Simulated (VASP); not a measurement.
# PbO (P4/nmm) in VASP: a series of runs

The runs below take PbO through single point, with PBEsol.

Program: VASP 6.6.1. These are calculated values, not measurements. Logs are shortened: lines on timing, memory, paths and dates and some standing lists are left out, and cuts for length are marked.

## 1. The cell of the first run

It takes space group P4/nmm (No. 129, tetragonal). Conventional cell: a = 3.974 Å, b = 3.974 Å, c = 5.173 Å, α = 90.00°, β = 90.00°, γ = 90.00°. Pb (site symmetry 4mm) has 4 O at 2.33 Å within 3.1 Å. Within 3.1 Å of O (site symmetry -4m2) lie 4 Pb at 2.33 Å and 4 O at 2.81 Å.

## 2. Single point, PBEsol (strain +0.000 along x and y, +0.030 along z)

File INCAR:

```
ALGO = Normal
EDIFF = 1E-7
ENCUT = 520
GGA = PS
ISIF = 2
ISMEAR = 0
LASPH = True
LCHARG = True
LELF = True
LREAL = False
LVHAR = True
LWAVE = False
NBANDS = 28
NELM = 80
PREC = Accurate
SIGMA = 0.05
```

File KPOINTS:

```
k-points
0
Gamma
  8 8 6
```

File POSCAR:

```
PbO
1.0
    3.9744000000      0.0000000000      0.0000000000
    0.0000000000      3.9744000000      0.0000000000
    0.0000000000      0.0000000000      5.1726600000
Pb O
2 2
Direct
    0.0000000000      0.5000000000      0.2351000000
    0.5000000000      0.0000000000      0.7649000000
    0.0000000000      0.0000000000      0.0000000000
    0.5000000000      0.5000000000      0.0000000000
```

Potentials or basis: VASP PAW PBE potentials, release 64 (Pb_d, O).

Run with:

```console
cat potpaw_PBE.64/Pb_d/POTCAR potpaw_PBE.64/O/POTCAR > POTCAR
mpirun -np 1 vasp_std > vasp.out
```

OUTCAR:

```text
EDIFF = 1E-7
   ENCUT = 520
   GGA = PS
   ISIF = 2
   ISMEAR = 0
   LASPH = True
   LREAL = False
   NELM = 80
   PREC = Accurate

 ion  position               nearest neighbor table
   1  0.000  0.500  0.235-   3 2.33   4 2.33   3 2.33   4 2.33   2 3.72   2 3.72   2 3.72   2 3.72
                             2 3.93   2 3.93   2 3.93   2 3.93
   2  0.500  0.000  0.765-   3 2.33   4 2.33   4 2.33   3 2.33   1 3.72   1 3.72   1 3.72   1 3.72
                             1 3.93   1 3.93   1 3.93   1 3.93
   3  0.000  0.000  0.000-   1 2.33   2 2.33   1 2.33   2 2.33
   4  0.500  0.500  0.000-   1 2.33   2 2.33   2 2.33   1 2.33

  LATTYP: Found a simple tetragonal cell.
 ALAT       =     3.9744000000
 C/A-ratio  =     1.3014945652

  Lattice vectors:

 A1 = (   3.9744000000,   0.0000000000,   0.0000000000)
 A2 = (   0.0000000000,   3.9744000000,   0.0000000000)
 A3 = (   0.0000000000,   0.0000000000,   5.1726600000)

Analysis of symmetry for initial positions (statically):
=====================================================================
 Subroutine PRICEL returns:
 Original cell was already a primitive cell.

 Routine SETGRP: Setting up the symmetry group for a
 simple tetragonal supercell.

 Subroutine GETGRP returns: Found 16 space group operations
 (whereof  8 operations were pure point group operations)
 out of a pool of 16 trial point group operations.

The static configuration has the point symmetry D_2d.
 The point group associated with its full space group is D_4h.

Analysis of symmetry for dynamics (positions and initial velocities):
=====================================================================
 Subroutine PRICEL returns:
 Original cell was already a primitive cell.

 Routine SETGRP: Setting up the symmetry group for a
 simple tetragonal supercell.

 Subroutine GETGRP returns: Found 16 space group operations
 (whereof  8 operations were pure point group operations)
 out of a pool of 16 trial point group operations.

The dynamic configuration has the point symmetry D_2d.
 The point group associated with its full space group is D_4h.

 Subroutine INISYM returns: Found 16 space group operations
 (whereof  8 operations are pure point group operations),
 and found     1 'primitive' translations

----------------------------------------------------------------------------------------

                                     Primitive cell

  volume of cell :      81.7066

  direct lattice vectors                    reciprocal lattice vectors
     3.974400000  0.000000000  0.000000000     0.251610306  0.000000000  0.000000000
     0.000000000  3.974400000  0.000000000     0.000000000  0.251610306  0.000000000
     0.000000000  0.000000000  5.172660000     0.000000000  0.000000000  0.193324131

  length of vectors
     3.974400000  3.974400000  5.172660000     0.251610306  0.251610306  0.193324131

  position of ions in fractional coordinates (direct lattice)
     0.000000000  0.500000000  0.235100000
     0.500000000  0.000000000  0.764900000
     0.000000000  0.000000000  0.000000000
     0.500000000  0.500000000  0.000000000

  ion indices of the primitive-cell ions
   primitive index   ion index
                 1           1
                 2           2
                 3           3
                 4           4

----------------------------------------------------------------------------------------

 KPOINTS: k-points

Automatic generation of k-mesh.
 Grid dimensions read from file:
 generate k-points for:    8    8    6

 Generating k-lattice:

  Cartesian coordinates                     Fractional coordinates (reciprocal lattice)
     0.031451288  0.000000000  0.000000000     0.125000000  0.000000000  0.000000000
     0.000000000  0.031451288  0.000000000     0.000000000  0.125000000  0.000000000
     0.000000000  0.000000000  0.032220689     0.000000000  0.000000000  0.166666667

  Length of vectors
     0.031451288  0.031451288  0.032220689

  Shift w.r.t. Gamma in fractional coordinates (k-lattice)
     0.000000000  0.000000000  0.000000000

 Subroutine IBZKPT returns following result:
 ===========================================

 Found     60 irreducible k-points:

 Following reciprocal coordinates:
            Coordinates               Weight
  0.000000  0.000000  0.000000      1.000000
  0.125000  0.000000  0.000000      4.000000
  0.250000  0.000000  0.000000      4.000000
  0.375000  0.000000  0.000000      4.000000
  0.500000  0.000000  0.000000      2.000000
  0.125000  0.125000  0.000000      4.000000
[... 16 lines left out ...]
  0.375000  0.125000  0.166667     16.000000
  0.500000  0.125000  0.166667      8.000000
 [... further k-points ...]
   k-points           NKPTS =     60   k-points in BZ     NKDIM =     60   number of bands    NBANDS=     28
   number of dos      NEDOS =    301   number of ions     NIONS =      4
   total plane-waves  NPLWV =  36000
   dimension x,y,z NGX =    30 NGY =   30 NGZ =   40
   dimension x,y,z NGXF=    60 NGYF=   60 NGZF=   80
   ions per type =               2   2
   NGX,Y,Z   is equivalent  to a cutoff of  12.55, 12.55, 12.86 a.u.
   NGXF,Y,Z  is equivalent  to a cutoff of  25.10, 25.10, 25.71 a.u.
 SYSTEM =  unknown system
   PREC   = accura    normal or accurate (medium, high low for compatibility)
   ISTART =      0    job   : 0-new  1-cont  2-samecut
   ICHARG =      2    charge: 1-file 2-atom 10-const
   ISPIN  =      1    spin polarized calculation?
   LNONCOLLINEAR =      F non collinear calculations
   LSORBIT =      F    spin-orbit coupling
   LASPH  =      T    aspherical Exc in radial PAW
   ENCUT  =  520.0 eV  38.22 Ry    6.18 a.u.   7.39  7.39  9.62*2*pi/ulx,y,z
   NELM   =     80;   NELMIN=  2; NELMDL= -5     # of ELM steps
   EDIFF  = 0.1E-06   stopping-criterion for ELM
   LREAL  =      F    real-space projection
   EDIFFG = 0.1E-05   stopping-criterion for IOM
   NSW    =      0    number of steps for IOM
   IBRION =     -1    ionic relax: 0-MD 1-quasi-New 2-CG
   NFREE  =      0    steps in history (QN), initial steepest desc. (CG)
   ISIF   =      2    stress and relaxation
   ISYM   =      2    0-nonsym 1-usesym 2-fastsym
   POTIM  = 0.5000    time-step for ionic-motion
   TEBEG  =    0.0;   TEEND  =   0.0 temperature during run
   PSTRESS=    0.0 pullay stress
   NELECT =      40.0000    total number of electrons
   NUPDOWN=      -1.0000    fix difference up-down
   EMIN   =  10.00;   EMAX   =-10.00  energy-range for DOS
   EFERMI =   0.00;   METHOD = LEGACY
   ISMEAR =     0;   SIGMA  =   0.05  broadening in eV -4-tet -1-fermi 0-gaus
   EFERMI_NEDOS =   21; number of points for ismear=-14 and -15
   IALGO  =     38    algorithm
   IMIX   =      4    mixing-type and parameters
     AMIX     =   0.40;   BMIX     =  1.00
     AMIX_MAG =   1.60;   BMIX_MAG =  1.00
  volume/ion in A,a.u.               =      20.43       137.85
  Fermi-wavevector in a.u.,A,eV,Ry     =   1.290256  2.438230 22.650433  1.664760
  Thomas-Fermi vector in A             =   2.422098
   LORBIT       =      0    0 simple, 1 ext, 2 COOP (PROOUT), +10 PAW based schemes
   GGA     = PS    functional components
   LHFCALC =     F    Hartree Fock is set to
   AEXX    =    0.0000 exact exchange contribution
   IVDW    =     0    specifies the selected vdW correction
   LEPSILON=     F    determine dielectric tensor
   LRPA    =     F    only Hartree local field effects (RPA)
 non-spin polarized calculation
 Gauss-broadening in eV      SIGMA  =   0.05
  energy-cutoff  :      520.00
  volume of cell :       81.71
 maximum number of plane-waves:      2236
 NGX is ok and might be reduce to    30
   NGX = 15   NGY = 15   NGZ = 19

 number of electron      39.9999999 magnetization

 Free energy of the ion-electron system (eV)
  ---------------------------------------------------
  ext. energy  EPLUGINS =         0.00000000
  ---------------------------------------------------
  free energy    TOTEN  =       -22.86572042 eV

  energy without entropy =      -22.86572042  energy(sigma->0) =      -22.86572042

 E-fermi :   4.9172     XC(G=0):  -9.9240

 val. band max:        4.7147438454   @ k =   0.0000   0.0000   0.0000
 cond. band min:       5.8780319433   @ k =   0.5000   0.5000   0.0000
 fundamental gap:      1.1632880979
 Fermi energy:         4.9171516556

 k-point     1 :       0.0000    0.0000    0.0000
  band No.  band energies     occupation
      1     -13.5010      2.00000
      2     -12.9509      2.00000
      3     -11.2291      2.00000
      4     -11.2291      2.00000
      5     -11.1735      2.00000
      6     -11.1665      2.00000
[... 20 lines left out ...]
     27      12.0924      0.00000
     28      12.6880      0.00000

 k-point     2 :       0.1250    0.0000    0.0000
  band No.  band energies     occupation
      1     -13.4681      2.00000
      2     -12.9634      2.00000
      3     -11.2223      2.00000
      4     -11.2215      2.00000
      5     -11.1637      2.00000
      6     -11.1556      2.00000
[... 20 lines left out ...]
     27      12.3422      0.00000
     28      13.7241      0.00000

 k-point     3 :       0.2500    0.0000    0.0000
  band No.  band energies     occupation
      1     -13.3818      2.00000
      2     -13.0030      2.00000
      3     -11.2033      2.00000
      4     -11.2001      2.00000
      5     -11.1386      2.00000
      6     -11.1237      2.00000
[... 20 lines left out ...]
     27      12.6257      0.00000
     28      15.5475      0.00000

 k-point     4 :       0.3750    0.0000    0.0000
  band No.  band energies     occupation
      1     -13.2718      2.00000
      2     -13.0713      2.00000
      3     -11.1766      2.00000
      4     -11.1713      2.00000
      5     -11.1289      2.00000
      6     -11.1221      2.00000
[... 20 lines left out ...]
     27      13.0791      0.00000
     28      15.0318      0.00000

 k-point     5 :       0.5000    0.0000    0.0000
  band No.  band energies     occupation
      1     -13.1635      2.00000
      2     -13.1635      2.00000
      3     -11.1480      2.00000
      4     -11.1480      2.00000
      5     -11.1442      2.00000
      6     -11.1442      2.00000
[... 20 lines left out ...]
     27      13.8587      0.00000
     28      13.8587      0.00000

 k-point     6 :       0.1250    0.1250    0.0000
  band No.  band energies     occupation
      1     -13.4375      2.00000
      2     -12.9750      2.00000
      3     -11.2260      2.00000
      4     -11.2021      2.00000
      5     -11.1561      2.00000
      6     -11.1456      2.00000
[... 463 lines left out ...]
      5     -11.1606      2.00000
      6     -11.1390      2.00000
[... 20 lines left out ...]
     27      12.9859      0.00000
     28      14.2032      0.00000

 k-point    22 :       0.2500    0.1250    0.1667
  band No.  band energies     occupation
      1     -13.3577      2.00000
      2     -13.0108      2.00000
      3     -11.2028      2.00000
      4     -11.1784      2.00000
      5     -11.1378      2.00000
      6     -11.1128      2.00000
[... 20 lines left out ...]
     27      13.5568      0.00000
     28      14.9657      0.00000

 k-point    23 :       0.3750    0.1250    0.1667
  band No.  band energies     occupation
      1     -13.2593      2.00000
      2     -13.0754      2.00000
      3     -11.1812      2.00000
      4     -11.1578      2.00000
      5     -11.1322      2.00000
      6     -11.1122      2.00000
[... 20 lines left out ...]
     27      13.7576      0.00000
     28      14.2991      0.00000

 k-point    24 :       0.5000    0.1250    0.1667
  band No.  band energies     occupation
      1     -13.1611      2.00000
      2     -13.1611      2.00000
      3     -11.1604      2.00000
      4     -11.1604      2.00000
      5     -11.1270      2.00000
      6     -11.1270      2.00000
[... 20 lines left out ...]
     27      13.9754      0.00000
     28      13.9754      0.00000

 [... further k-points ...]
[... 5 lines left out ...]
  --------------------------------------------------------------------------------------
  -------------------------------------------------------------------------------------
  Total       -0.3986148     -0.3986148     -0.9702212      0.0000000     -0.0000000      0.0000000
  in kB       -7.8164026     -7.8164026    -19.0249822      0.0000000     -0.0000000      0.0000000
  external PRESSURE =     -11.5525958 kB  Pullay stress =       0.0000000 kB

 VOLUME and BASIS-vectors are now :
 -----------------------------------------------------------------------------
  energy-cutoff  :      520.00
  volume of cell :       81.71
      direct lattice vectors                 reciprocal lattice vectors
     3.974400000  0.000000000  0.000000000     0.251610306  0.000000000  0.000000000
     0.000000000  3.974400000  0.000000000     0.000000000  0.251610306  0.000000000
     0.000000000  0.000000000  5.172660000     0.000000000  0.000000000  0.193324131

 POSITION                                       TOTAL-FORCE (eV/Angst)
 -----------------------------------------------------------------------------------
      0.00000      1.98720      1.21609         0.000000      0.000000     -0.364469
      1.98720      0.00000      3.95657         0.000000      0.000000      0.364469
      0.00000      0.00000      0.00000         0.000000      0.000000      0.000000
      1.98720      1.98720      0.00000        -0.000000     -0.000000      0.000000
 -----------------------------------------------------------------------------------
    total drift:                                0.000000      0.000000     -0.000000

  FREE ENERGIE OF THE ION-ELECTRON SYSTEM (eV)
  ---------------------------------------------------
  free  energy   TOTEN  =       -22.8657204183 eV

  energy  without entropy=      -22.8657204183  energy(sigma->0) =      -22.86572042
```

Wall time 71 s (1 thread of AMD EPYC 9R45 (Zen 5), shared host); peak memory 0.22 GiB.

What came out:

- Free energy: -22.8657 eV
- Pressure: -1.2 GPa
- Largest force: 0.364 eV/Å
- Band gap on the k mesh: 1.16 eV, indirect (least direct gap 2.10 eV)

Forces in eV/Å, atoms in the order of the input:
```
Pb   0.000  0.000 -0.364
Pb   0.000  0.000  0.364
O    0.000  0.000  0.000
O    0.000  0.000  0.000
```

Levels at points of the mesh, in eV from the valence-band top:
```tsv
k point	band 18	band 19	band 20	band 21	band 22	band 23
(0.00, 0.00, 0.00)	-1.54	-1.54	0.00	2.21	5.21	5.60
(0.50, 0.00, 0.00)	-2.91	-1.68	-1.68	3.20	3.20	6.37
(0.50, 0.50, 0.00)	-1.74	-0.93	-0.93	1.16	1.16	5.05
(0.00, 0.00, 0.50)	-1.57	-1.57	-1.05	1.96	4.01	4.01
(0.50, 0.00, 0.50)	-2.88	-1.04	-1.04	2.90	2.90	6.29
(0.50, 0.50, 0.50)	-2.24	-0.94	-0.94	3.34	3.34	4.42
```

Caveat: the cell differs from its parent crystal (strain +0.000 along x and y, +0.030 along z); the PAW data sets were made with another functional, which shifts forces and pressure a little; spin-orbit coupling is left out, which moves the levels of the heavy elements. A k mesh can miss the band edges.

## 3. Single point, PBEsol (strain +0.030 along x and y, +0.030 along z)

File INCAR:

```
SYSTEM = PbO
PREC     = Accurate       ! precision mode
ENCUT    = 520            ! plane-wave cutoff, eV
EDIFF    = 1E-6           ! SCF threshold, eV
ISMEAR   = 0              ! smearing method
SIGMA    = 0.05           ! smearing width, eV
LREAL    = .FALSE.        ! projectors in reciprocal space
LASPH    = .TRUE.         ! aspherical terms in the spheres
NELM     = 60             ! most SCF steps
ALGO     = Normal         ! electronic algorithm
ISIF     = 2              ! what is computed and relaxed
LWAVE    = .FALSE.        ! write WAVECAR
LCHARG   = .TRUE.         ! write CHGCAR
GGA      = PS             ! functional
LELF     = .TRUE.         ! ELF
LVHAR    = .TRUE.       
NBANDS   = 28             ! bands
```

File KPOINTS:

```
regular mesh
0
G
  8 8 6
  0 0 0
```

Changes to POSCAR since step 2:

```diff
@@ -2,4 +2,4 @@
 1.0
-    3.9744000000      0.0000000000      0.0000000000
-    0.0000000000      3.9744000000      0.0000000000
+    4.0936320000      0.0000000000      0.0000000000
+    0.0000000000      4.0936320000      0.0000000000
     0.0000000000      0.0000000000      5.1726600000
```

Potentials or basis: VASP PAW PBE potentials, release 64 (Pb_d, O).

Run with:

```console
cat potpaw_PBE.64/Pb_d/POTCAR potpaw_PBE.64/O/POTCAR > POTCAR
mpirun -np 1 vasp_std > vasp.out
```

OUTCAR:

```text
SYSTEM = PbO
   PREC = Accurate
   ENCUT = 520
   EDIFF = 1E-6
   ISMEAR = 0
   LREAL = .FALSE.
   LASPH = .TRUE.
   NELM = 60
   ISIF = 2
   GGA = PS

 ion  position               nearest neighbor table
   1  0.000  0.500  0.235-   3 2.38   4 2.38   3 2.38   4 2.38   2 3.78   2 3.78   2 3.78   2 3.78
                             2 3.99   2 3.99   2 3.99   2 3.99
   2  0.500  0.000  0.765-   3 2.38   4 2.38   4 2.38   3 2.38   1 3.78   1 3.78   1 3.78   1 3.78
                             1 3.99   1 3.99   1 3.99   1 3.99
   3  0.000  0.000  0.000-   1 2.38   2 2.38   1 2.38   2 2.38
   4  0.500  0.500  0.000-   1 2.38   2 2.38   2 2.38   1 2.38

[... 948 lines left out ...]
  -------------------------------------------------------------------------------------
  Total       -3.0576094     -3.0576094     -2.5471699      0.0000000     -0.0000000      0.0000000
  in kB      -56.5146510    -56.5146510    -47.0800557      0.0000000     -0.0000000      0.0000000
  external PRESSURE =     -53.3697859 kB  Pullay stress =       0.0000000 kB

 VOLUME and BASIS-vectors are now :
 -----------------------------------------------------------------------------
  energy-cutoff  :      520.00
  volume of cell :       86.68
      direct lattice vectors                 reciprocal lattice vectors
     4.093632000  0.000000000  0.000000000     0.244281850  0.000000000  0.000000000
     0.000000000  4.093632000  0.000000000     0.000000000  0.244281850  0.000000000
     0.000000000  0.000000000  5.172660000     0.000000000  0.000000000  0.193324131

 POSITION                                       TOTAL-FORCE (eV/Angst)
 -----------------------------------------------------------------------------------
      0.00000      2.04682      1.21609         0.000000      0.000000     -0.928307
      2.04682      0.00000      3.95657        -0.000000      0.000000      0.928307
      0.00000      0.00000      0.00000         0.000000     -0.000000      0.000000
      2.04682      2.04682      0.00000         0.000000      0.000000      0.000000
 -----------------------------------------------------------------------------------
    total drift:                                0.000000      0.000000     -0.000000

  FREE ENERGIE OF THE ION-ELECTRON SYSTEM (eV)
  ---------------------------------------------------
  free  energy   TOTEN  =       -22.7663499455 eV

  energy  without entropy=      -22.7663499455  energy(sigma->0) =      -22.76634995
```

stdout:

```text
POSCAR found type information on POSCAR PbO
 POSCAR found :  2 types and       4 ions
 scaLAPACK will be used
 -----------------------------------------------------------------------------
|                                                                             |
|                                                                             |
|     You enforced a specific xc type in the INCAR file but a different       |
|     I HOPE YOU KNOW WHAT YOU ARE DOING!                                     |
|                                                                             |
 -----------------------------------------------------------------------------

 LDA part: xc-table for (Slater+PW92), standard interpolation
 POSCAR, INCAR and KPOINTS ok, starting setup
 FFT: planning ... GRIDC
 FFT: planning ... GRID_SOFT
 FFT: planning ... GRID
 WAVECAR not read
 entering main loop
```

Run time: 81 s. Hardware: 1 thread of AMD EPYC 7R13 (Zen 3), shared host; peak memory 0.23 GiB.

Results:

```yaml
Free_energy: -22.7663 eV
Pressure: -5.3 GPa
Largest_force: 0.928 eV/Å
Band_gap_on_the_k_mesh: 1.31 eV, indirect (least direct gap 2.00 eV)
```

Forces in eV/Å, atoms in the order of the input:
```
Pb   0.000  0.000 -0.928
Pb   0.000  0.000  0.928
O    0.000  0.000  0.000
O    0.000  0.000  0.000
```

Caveat: the cell differs from its parent crystal (strain +0.030 along x and y, +0.030 along z); the PAW data sets were made with another functional, which shifts forces and pressure a little; spin-orbit coupling is left out, which moves the levels of the heavy elements. A k mesh can miss the band edges.
